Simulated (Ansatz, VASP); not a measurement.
One calculation of La2Hf2O, two programs

```xyz
5
Lattice="3.4939 0.0000 0.0000 -1.7469 3.0258 0.0000 0.0000 0.0000 11.3726" Properties=species:S:1:pos:R:3 pbc="T T T"
La    0.0000    2.0172    1.5227
La    1.7469    1.0086    9.8499
Hf    0.0000    2.0172    6.8254
Hf    1.7469    1.0086    4.5472
O     0.0000    0.0000    0.0000
```

Change from the starting cell: species swapped into the Ho2SeO2 type (P-3m1, No. 164).

Alike in both runs: task relaxation of cell and atoms; functional PBE; k mesh 12 × 12 × 4; occupations gaussian, width 0.1 eV; no spin polarisation.

```csv
,VASP,Ansatz
version,VASP 6.6.1,Ansatz 0.2.0
potentials or method,"VASP PAW PBE potentials, release 64 (La, Hf_pv, O), cutoff 600 eV","scalar-relativistic, plane waves, PAW"
valence electrons in the cell,48,80
```

```csv
,VASP,Ansatz,Ansatz less VASP
"gap on the k mesh at the Fermi level, each at its own relaxed structure (eV)",none,none,-
relaxed volume (Å³/atom),23.96,24.02,+0.061
relaxed length of the cell vector where the two differ most in proportion (Å),11.361,11.385,+0.0233
```

A gap of «none» marks a metal or a gap that the smearing closes. VASP's potentials hold 48 valence electrons a cell and Ansatz's 80, so a difference there can come from the potentials and not from the codes.

Spin-orbit coupling is off throughout.
